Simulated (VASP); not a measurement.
# TiO2 (Rutile) (P4_2/mnm) in VASP: a series of runs, part 2 of 2

VASP 6.6.1. Earlier steps stand in the parts before.

## 4. Relaxation of shape and atoms at fixed volume, PBE (volume scaled by 0.91)

File INCAR:

```
SYSTEM = TiO2
PREC = Accurate
ENCUT = 600
EDIFF = 1E-6
ISMEAR = 0
SIGMA = 0.02
LREAL = .FALSE.
LASPH = .TRUE.
NELM = 60
ALGO = Normal
ISIF = 4
LWAVE = .FALSE.
LCHARG = .FALSE.
GGA = PE
IBRION = 2
NSW = 50
EDIFFG = -0.01
```

File KPOINTS:

```
Automatic mesh
0
G
  6 6 10
  0 0 0
```

File POSCAR:

```
TiO2
1.0
    4.4806026502      0.0000000000      0.0000000000
    0.0000000000      4.4806026502      0.0000000000
    0.0000000000      0.0000000000      2.8965314933
Ti O
2 4
Direct
    0.0000000000      0.0000000000      0.0000000000
    0.5000000000      0.5000000000      0.5000000000
    0.3030352931      0.3030352931      0.0000000000
    0.1969647069      0.8030352931      0.5000000000
    0.6969647069      0.6969647069      0.0000000000
    0.8030352931      0.1969647069      0.5000000000
```

Potentials or basis: VASP PAW PBE potentials, release 64 (Ti_sv, O).

Launch:

```bash
$ cat potpaw_PBE.64/Ti_sv/POTCAR potpaw_PBE.64/O/POTCAR > POTCAR
$ mpirun -np 1 vasp_std > vasp.out
```

OUTCAR:

```text
SYSTEM = TiO2
   PREC = Accurate
   ENCUT = 600
   EDIFF = 1E-6
   ISMEAR = 0
   LREAL = .FALSE.
   LASPH = .TRUE.
   NELM = 60
   ISIF = 4
   GGA = PE
   IBRION = 2
   NSW = 50
   EDIFFG = -0.01

 ion  position               nearest neighbor table
   1  0.000  0.000  0.000-   4 1.91   6 1.91   4 1.91   6 1.91   5 1.92   3 1.92
   2  0.500  0.500  0.500-   3 1.91   5 1.91   3 1.91   5 1.91   4 1.92   6 1.92
   3  0.303  0.303  0.000-   2 1.91   2 1.91   1 1.92
   4  0.197  0.803  0.500-   1 1.91   1 1.91   2 1.92
   5  0.697  0.697  0.000-   2 1.91   2 1.91   1 1.92
   6  0.803  0.197  0.500-   1 1.91   1 1.91   2 1.92

  LATTYP: Found a simple tetragonal cell.
 ALAT       =     4.4806026502
 C/A-ratio  =     0.6464602464

  Lattice vectors:

 A1 = (   4.4806026502,   0.0000000000,   0.0000000000)
 A2 = (   0.0000000000,   4.4806026502,   0.0000000000)
 A3 = (   0.0000000000,   0.0000000000,   2.8965314933)

Analysis of symmetry for initial positions (statically):
=====================================================================
 Subroutine PRICEL returns:
 Original cell was already a primitive cell.

 Routine SETGRP: Setting up the symmetry group for a
 simple tetragonal supercell.

 Subroutine GETGRP returns: Found 16 space group operations
 (whereof  8 operations were pure point group operations)
 out of a pool of 16 trial point group operations.

The static configuration has the point symmetry D_2h.
 The point group associated with its full space group is D_4h.

Analysis of symmetry for dynamics (positions and initial velocities):
=====================================================================
 Subroutine PRICEL returns:
 Original cell was already a primitive cell.

 Routine SETGRP: Setting up the symmetry group for a
 simple tetragonal supercell.

 Subroutine GETGRP returns: Found 16 space group operations
 (whereof  8 operations were pure point group operations)
[... 138 lines left out ...]
   AEXX    =    0.0000 exact exchange contribution
   IVDW    =     0    specifies the selected vdW correction
   LEPSILON=     F    determine dielectric tensor
   LRPA    =     F    only Hartree local field effects (RPA)
 conjugate gradient relaxation of ions
 non-spin polarized calculation
 Gauss-broadening in eV      SIGMA  =   0.02
  energy-cutoff  :      600.00
  volume of cell :       58.15
 maximum number of plane-waves:      1976
 NGX is ok and might be reduce to    36
   NGX = 17   NGY = 17   NGZ = 11

--------------------------------------- Ionic step        1  -------------------------------------------

 number of electron      47.9999988 magnetization

 Free energy of the ion-electron system (eV)
  ---------------------------------------------------
  ext. energy  EPLUGINS =         0.00000000
  ---------------------------------------------------
  free energy    TOTEN  =       -53.25193477 eV

  energy without entropy =      -53.25193477  energy(sigma->0) =      -53.25193477

------------------------ aborting loop because EDIFF is reached ----------------------------------------

  FORCE on cell =-STRESS in cart. coord.  units (eV):
  Direction    XX          YY          ZZ          XY          YZ          ZX
  --------------------------------------------------------------------------------------
  -------------------------------------------------------------------------------------
  Total        8.8666418      8.8666418      9.7752792      0.0000000      0.0000000      0.0000000
  in kB      244.2972771    244.2972771    269.3324199      0.0000000      0.0000000      0.0000000
  external PRESSURE =     252.6423247 kB  Pullay stress =       0.0000000 kB
[... 107 lines left out ...]
--------------------------------------- Ionic step        4  -------------------------------------------

 number of electron      47.9999988 magnetization

 Free energy of the ion-electron system (eV)
  ---------------------------------------------------
  ext. energy  EPLUGINS =         0.00000000
  ---------------------------------------------------
  free energy    TOTEN  =       -53.25547106 eV

  energy without entropy =      -53.25547106  energy(sigma->0) =      -53.25547106

 E-fermi :   5.8687     XC(G=0): -11.8050

 val. band max:        5.6834293027   @ k =   0.0000   0.0000   0.0000
 cond. band min:       7.6114386444   @ k =   0.0000   0.0000   0.0000
 fundamental gap:      1.9280093416
 Fermi energy:         5.8686546406

 k-point     1 :       0.0000    0.0000    0.0000
  band No.  band energies     occupation
      1     -51.0842      2.00000
      2     -51.0586      2.00000
      3     -27.4719      2.00000
      4     -27.4719      2.00000
      5     -27.2509      2.00000
      6     -27.2509      2.00000
[... 733 lines left out ...]
     27       8.9986      0.00000
     28       8.9986      0.00000

 [... further k-points ...]

------------------------ aborting loop because EDIFF is reached ----------------------------------------

  FORCE on cell =-STRESS in cart. coord.  units (eV):
  Direction    XX          YY          ZZ          XY          YZ          ZX
  --------------------------------------------------------------------------------------
  -------------------------------------------------------------------------------------
  Total        8.9852382      8.9852382      9.0090884      0.0000000      0.0000000      0.0000000
  in kB      247.5648930    247.5648930    248.2220257      0.0000000      0.0000000      0.0000000
  external PRESSURE =     247.7839372 kB  Pullay stress =       0.0000000 kB
[... 21 lines left out ...]
  FREE ENERGIE OF THE ION-ELECTRON SYSTEM (eV)
  ---------------------------------------------------
  free  energy   TOTEN  =       -53.2554710615 eV

  energy  without entropy=      -53.2554710615  energy(sigma->0) =      -53.25547106

 reached required accuracy - stopping structural energy minimisation
```

OSZICAR:

```text
N       E                     dE             d eps       ncg     rms          rms(c)
DAV:   1     0.731010008194E+03    0.73101E+03   -0.27387E+04  3360   0.227E+03
DAV:   2     0.668329330328E+02   -0.66418E+03   -0.64334E+03  3504   0.629E+02
DAV:   3    -0.640658896468E+02   -0.13090E+03   -0.12706E+03  5296   0.232E+02
[... 30 lines left out ...]
DAV:   1    -0.532555428708E+02   -0.15505E-03   -0.20750E-02  3420   0.139E+00    0.883E-02
DAV:   2    -0.532555101754E+02    0.32695E-04   -0.83699E-04  3796   0.232E-01    0.510E-02
DAV:   3    -0.532554756028E+02    0.34573E-04   -0.87544E-05  4436   0.854E-02    0.175E-02
DAV:   4    -0.532554711058E+02    0.44970E-05   -0.23349E-05  4420   0.436E-02    0.415E-03
DAV:   5    -0.532554710615E+02    0.44309E-07   -0.13627E-06  2164   0.128E-02
   4 F= -.53255471E+02 E0= -.53255471E+02  d E =-.834558E-04
```

CONTCAR:

```text
TiO2
   1.00000000000000
     4.4709386920358556    0.0000000000000000    0.0000000000000000
     0.0000000000000000    4.4709386920358556    0.0000000000000000
     0.0000000000000000    0.0000000000000000    2.9090667631787261
  Ti              O
     2     4
Direct
     0.0000000000000000    1.0000000000000000    0.0000000000000000
     0.5000000000000000    0.5000000000000000    0.5000000000000000
     0.3022518457332838    0.3022518457332838    0.0000000000000000
     0.1977481542667162    0.8022518457332838    0.5000000000000000
     0.6977481542667162    0.6977481542667162    1.0000000000000000
     0.8022518457332838    0.1977481542667162    0.5000000000000000

  0.00000000E+00  0.00000000E+00  0.00000000E+00
  0.00000000E+00  0.00000000E+00  0.00000000E+00
  0.00000000E+00  0.00000000E+00  0.00000000E+00
  0.00000000E+00  0.00000000E+00  0.00000000E+00
  0.00000000E+00  0.00000000E+00  0.00000000E+00
  0.00000000E+00  0.00000000E+00  0.00000000E+00
```

Run time: 5.8 min. Hardware: 1 thread of Intel Xeon 8259CL, shared host; peak memory 0.25 GiB.

Results:

```
Free energy                  : -53.2555 eV
Energy gained by relaxing    : 0.6 meV/atom
Ionic steps                  : 4
Pressure after relaxing      : 24.8 GPa
Largest force after relaxing : 0.004 eV/Å
Band gap on the k mesh       : 1.93 eV, direct
```

Forces in eV/Å, atoms in the order of the input:
```
Ti   0.000  0.000  0.000
Ti   0.000  0.000  0.000
O    0.003  0.003  0.000
O   -0.003  0.003  0.000
O   -0.003 -0.003  0.000
O    0.003 -0.003  0.000
```

Step by step:
```tsv
step	energy change (eV)	largest force (eV/Å)	pressure (GPa)	volume (Å³)
1	0.0000	0.1594	25.26	58.15
2	-0.0031	0.0783	24.65	58.15
3	-0.0035	0.0187	24.80	58.15
4	-0.0035	0.0037	24.78	58.15
```

Final structure:
```cif
data_structure
_symmetry_space_group_name_H-M 'P 1'
_symmetry_Int_Tables_number 1
_cell_length_a 4.4709
_cell_length_b 4.4709
_cell_length_c 2.9091
_cell_angle_alpha 90.000
_cell_angle_beta 90.000
_cell_angle_gamma 90.000
_cell_volume 58.15
loop_
_atom_site_label
_atom_site_type_symbol
_atom_site_fract_x
_atom_site_fract_y
_atom_site_fract_z
_atom_site_occupancy
Ti1 Ti 0.00000 0.00000 0.00000 1
Ti2 Ti 0.50000 0.50000 0.50000 1
O1 O 0.30225 0.30225 0.00000 1
O2 O 0.19775 0.80225 0.50000 1
O3 O 0.69775 0.69775 0.00000 1
O4 O 0.80225 0.19775 0.50000 1
```

Levels at points of the mesh, in eV from the valence-band top:
```
           k point  band 22  band 23  band 24  band 25  band 26  band 27
(0.00, 0.00, 0.00)    -0.50    -0.50     0.00     1.93     2.23     2.48
(0.50, 0.00, 0.00)    -1.85    -0.83    -0.83     2.68     2.68     3.28
(0.50, 0.50, 0.00)    -1.43    -1.15    -1.15     1.97     1.97     2.65
(0.00, 0.00, 0.50)    -2.77    -1.49    -1.49     3.25     3.25     3.37
(0.50, 0.00, 0.50)    -2.20    -1.18    -1.18     2.00     2.00     3.40
(0.50, 0.50, 0.50)    -1.51    -0.68    -0.68     2.79     2.79     3.39
```

Caveat: the cell differs from its parent crystal (volume scaled by 0.91). A k mesh can miss the band edges.

## 5. Relaxation of shape and atoms at fixed volume, PBE (volume scaled by 0.94)

INCAR is that of step 4.

KPOINTS is that of step 4.

File POSCAR:

```
TiO2
1.0
    4.5377012993      0.0000000000      0.0000000000
    0.0000000000      4.5377012993      0.0000000000
    0.0000000000      0.0000000000      2.9171970795
Ti O
2 4
Direct
    0.0000000000      0.0000000000      0.0000000000
    0.5000000000      0.5000000000      0.5000000000
    0.3040074520      0.3040074520      0.0000000000
    0.1959925480      0.8040074520      0.5000000000
    0.6959925480      0.6959925480      0.0000000000
    0.8040074520      0.1959925480      0.5000000000
```

Potentials or basis: VASP PAW PBE potentials, release 64 (Ti_sv, O).

Launch:

```bash
$ cat potpaw_PBE.64/Ti_sv/POTCAR potpaw_PBE.64/O/POTCAR > POTCAR
$ mpirun -np 1 vasp_std > vasp.out
```

OUTCAR:

```text
SYSTEM = TiO2
   PREC = Accurate
   ENCUT = 600
   EDIFF = 1E-6
   ISMEAR = 0
   LREAL = .FALSE.
   LASPH = .TRUE.
   NELM = 60
   ISIF = 4
   GGA = PE
   IBRION = 2
   NSW = 50
   EDIFFG = -0.01

 ion  position               nearest neighbor table
   1  0.000  0.000  0.000-   4 1.93   6 1.93   4 1.93   6 1.93   5 1.95   3 1.95
   2  0.500  0.500  0.500-   3 1.93   5 1.93   3 1.93   5 1.93   4 1.95   6 1.95
   3  0.304  0.304  0.000-   2 1.93   2 1.93   1 1.95
   4  0.196  0.804  0.500-   1 1.93   1 1.93   2 1.95
   5  0.696  0.696  0.000-   2 1.93   2 1.93   1 1.95
   6  0.804  0.196  0.500-   1 1.93   1 1.93   2 1.95

  LATTYP: Found a simple tetragonal cell.
 ALAT       =     4.5377012993
 C/A-ratio  =     0.6428799269

  Lattice vectors:

 A1 = (   4.5377012993,   0.0000000000,   0.0000000000)
 A2 = (   0.0000000000,   4.5377012993,   0.0000000000)
 A3 = (   0.0000000000,   0.0000000000,   2.9171970795)

Analysis of symmetry for initial positions (statically):
=====================================================================
 Subroutine PRICEL returns:
 Original cell was already a primitive cell.

 Routine SETGRP: Setting up the symmetry group for a
 simple tetragonal supercell.

 Subroutine GETGRP returns: Found 16 space group operations
 (whereof  8 operations were pure point group operations)
 out of a pool of 16 trial point group operations.

The static configuration has the point symmetry D_2h.
 The point group associated with its full space group is D_4h.

Analysis of symmetry for dynamics (positions and initial velocities):
=====================================================================
 Subroutine PRICEL returns:
 Original cell was already a primitive cell.

 Routine SETGRP: Setting up the symmetry group for a
 simple tetragonal supercell.

 Subroutine GETGRP returns: Found 16 space group operations
 (whereof  8 operations were pure point group operations)
 out of a pool of 16 trial point group operations.
[... 136 lines left out ...]
   LHFCALC =     F    Hartree Fock is set to
   AEXX    =    0.0000 exact exchange contribution
   IVDW    =     0    specifies the selected vdW correction
   LEPSILON=     F    determine dielectric tensor
   LRPA    =     F    only Hartree local field effects (RPA)
 conjugate gradient relaxation of ions
 non-spin polarized calculation
 Gauss-broadening in eV      SIGMA  =   0.02
  energy-cutoff  :      600.00
  volume of cell :       60.07
 maximum number of plane-waves:      2040
   NGX = 19   NGY = 19   NGZ = 11

--------------------------------------- Ionic step        1  -------------------------------------------

 number of electron      48.0000002 magnetization

 Free energy of the ion-electron system (eV)
  ---------------------------------------------------
  ext. energy  EPLUGINS =         0.00000000
  ---------------------------------------------------
  free energy    TOTEN  =       -53.49463188 eV

  energy without entropy =      -53.49463188  energy(sigma->0) =      -53.49463188

------------------------ aborting loop because EDIFF is reached ----------------------------------------

  FORCE on cell =-STRESS in cart. coord.  units (eV):
  Direction    XX          YY          ZZ          XY          YZ          ZX
  --------------------------------------------------------------------------------------
  -------------------------------------------------------------------------------------
  Total        5.6352774      5.6352774      6.5065955      0.0000000      0.0000000      0.0000000
  in kB      150.3101473    150.3101473    173.5508774      0.0000000      0.0000000      0.0000000
  external PRESSURE =     158.0570573 kB  Pullay stress =       0.0000000 kB
[... 107 lines left out ...]
--------------------------------------- Ionic step        4  -------------------------------------------

 number of electron      47.9999992 magnetization

 Free energy of the ion-electron system (eV)
  ---------------------------------------------------
  ext. energy  EPLUGINS =         0.00000000
  ---------------------------------------------------
  free energy    TOTEN  =       -53.49897821 eV

  energy without entropy =      -53.49897821  energy(sigma->0) =      -53.49897821

 E-fermi :   5.5358     XC(G=0): -11.6255

 val. band max:        5.3058732212   @ k =   0.0000   0.0000   0.0000
 cond. band min:       7.1856085789   @ k =   0.0000   0.0000   0.0000
 fundamental gap:      1.8797353577
 Fermi energy:         5.5358282118

 k-point     1 :       0.0000    0.0000    0.0000
  band No.  band energies     occupation
      1     -51.5445      2.00000
      2     -51.5231      2.00000
      3     -27.8923      2.00000
      4     -27.8923      2.00000
      5     -27.6996      2.00000
      6     -27.6996      2.00000
[... 733 lines left out ...]
     27       8.5145      0.00000
     28       8.5145      0.00000

 [... further k-points ...]

------------------------ aborting loop because EDIFF is reached ----------------------------------------

  FORCE on cell =-STRESS in cart. coord.  units (eV):
  Direction    XX          YY          ZZ          XY          YZ          ZX
  --------------------------------------------------------------------------------------
  -------------------------------------------------------------------------------------
  Total        5.6778806      5.6778806      5.6941244      0.0000000      0.0000000      0.0000000
  in kB      151.4465053    151.4465053    151.8797777      0.0000000      0.0000000      0.0000000
  external PRESSURE =     151.5909294 kB  Pullay stress =       0.0000000 kB
[... 21 lines left out ...]
  FREE ENERGIE OF THE ION-ELECTRON SYSTEM (eV)
  ---------------------------------------------------
  free  energy   TOTEN  =       -53.4989782057 eV

  energy  without entropy=      -53.4989782057  energy(sigma->0) =      -53.49897821

 reached required accuracy - stopping structural energy minimisation
```

OSZICAR:

```text
N       E                     dE             d eps       ncg     rms          rms(c)
DAV:   1     0.724769761228E+03    0.72477E+03   -0.27502E+04  3360   0.226E+03
DAV:   2     0.626227772871E+02   -0.66215E+03   -0.64270E+03  3528   0.624E+02
DAV:   3    -0.646353301621E+02   -0.12726E+03   -0.12288E+03  5312   0.228E+02
[... 30 lines left out ...]
DAV:   1    -0.534990162295E+02   -0.75543E-04   -0.90739E-03  3440   0.932E-01    0.609E-02
DAV:   2    -0.534989972532E+02    0.18976E-04   -0.37558E-04  3824   0.157E-01    0.352E-02
DAV:   3    -0.534989807599E+02    0.16493E-04   -0.45202E-05  4488   0.606E-02    0.129E-02
DAV:   4    -0.534989782103E+02    0.25496E-05   -0.13033E-05  4172   0.319E-02    0.283E-03
DAV:   5    -0.534989782057E+02    0.45729E-08   -0.81744E-07  2080   0.102E-02
   4 F= -.53498978E+02 E0= -.53498978E+02  d E =-.378550E-04
```

It took 5.8 min on 1 thread of Intel Xeon 8259CL, shared host; peak memory 0.25 GiB.

What came out:

* Free energy: -53.4990 eV
* Energy gained by relaxing: 0.7 meV/atom
* Ionic steps: 4
* Pressure after relaxing: 15.2 GPa
* Band gap on the k mesh: 1.88 eV, direct

Forces on the atoms (eV/Å):
```
Ti   0.000  0.000  0.000
Ti   0.000  0.000  0.000
O    0.002  0.002  0.000
O   -0.002  0.002  0.000
O   -0.002 -0.002  0.000
O    0.002 -0.002  0.000
```

Step by step:
```tsv
step	energy change (eV)	largest force (eV/Å)	pressure (GPa)	volume (Å³)
1	0.0000	0.1797	15.81	60.07
2	-0.0042	0.0461	15.07	60.07
3	-0.0043	0.0116	15.18	60.07
4	-0.0043	0.0029	15.16	60.07
```

Final structure:
```cif
data_structure
_symmetry_space_group_name_H-M 'P 1'
_symmetry_Int_Tables_number 1
_cell_length_a 4.5277
_cell_length_b 4.5277
_cell_length_c 2.9301
_cell_angle_alpha 90.000
_cell_angle_beta 90.000
_cell_angle_gamma 90.000
_cell_volume 60.07
loop_
_atom_site_label
_atom_site_type_symbol
_atom_site_fract_x
_atom_site_fract_y
_atom_site_fract_z
_atom_site_occupancy
Ti1 Ti 0.00000 0.00000 0.00000 1
Ti2 Ti 0.50000 0.50000 0.50000 1
O1 O 0.30294 0.30294 0.00000 1
O2 O 0.19706 0.80294 0.50000 1
O3 O 0.69706 0.69706 0.00000 1
O4 O 0.80294 0.19706 0.50000 1
```

Caveat: the cell differs from its parent crystal (volume scaled by 0.94).

## 6. The runs side by side

| task | cell | smearing | gap on the mesh (eV) | pressure (GPa) | largest force (eV/Å) |
| --- | --- | --- | --- | --- | --- |
| single point | a = 4.643, b = 4.643, c = 2.964 Å, 6 atoms | gaussian 0.01 eV | 1.84 | 0.4 | 0.03 |
| relaxation of shape and atoms at fixed volume | relaxed from a = 4.422, b = 4.422, c = 2.875 Å, 6 atoms | gaussian 0.02 eV | 1.99 | 36.2 | 0.01 |
| relaxation of shape and atoms at fixed volume | relaxed from a = 4.481, b = 4.481, c = 2.897 Å, 6 atoms | gaussian 0.02 eV | 1.93 | 24.8 | - |
| relaxation of shape and atoms at fixed volume | relaxed from a = 4.538, b = 4.538, c = 2.917 Å, 6 atoms | gaussian 0.02 eV | 1.88 | 15.2 | - |

Alike in all rows: level PBE; potentials or basis VASP PAW PBE potentials, release 64 (Ti_sv, O); no spin polarisation; k mesh 6 × 6 × 10; cutoff (eV) 600.

Total energies depend on the potentials used, so only differences within one code and one set of settings carry meaning.

## 7. How close it comes

Step 2. Against the measured gap of TiO2, 3.03 eV (direct; 1.6 K; quoted in “Shallow Valence Band of Rutile GeO2 and P-type Doping”, 2020, arxiv:2011.08928), the calculated 1.84 eV is off by -1.19 eV. 2 values of this kind are on record in papers (3.03 to 3.05 eV); this one was drawn at random among those near their median. The value is that of PBE on a finite k mesh, which can miss the band edges, without temperature or zero-point motion. Semilocal functionals fall short of measured gaps as a rule.
